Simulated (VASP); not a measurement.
# KBr: single point with PBEsol

Crystal: KBr.

```
Br K
1.0
     0.00000    3.27785    3.27785
     3.27785    0.00000    3.27785
     3.27785    3.27785    0.00000
Br K
1 1
Direct
  0.50000 0.50000 0.50000
  0.00000 0.00000 0.00000
```

```json
{
  "Program": "VASP 6.6.1",
  "Task": "single point",
  "Functional": "PBEsol",
  "Potentials or basis": "VASP PAW PBE potentials, release 64 (Br, K_sv)",
  "Cutoff": "520 eV",
  "k mesh": "7 × 7 × 7",
  "Occupations": "fermi-dirac, width 0.05 eV",
  "Spin": "no spin polarisation"
}
```

```
Pressure               : 0.0 GPa
Band gap on the k mesh : 4.33 eV, direct
```

Levels at points of the mesh, in eV from the valence-band top:
```
           k point  band 5  band 6  band 7  band 8  band 9  band 10  band 11  band 12
(0.00, 0.00, 0.00)  -11.11    0.00    0.00    0.00    4.33     7.53     7.53     7.53
```

Run time: 63 s on 1 thread of AMD EPYC 7R13 (shared host), peak memory 0.18 GiB.

Caveat: the PAW data sets were made with another functional, which shifts forces and pressure a little.
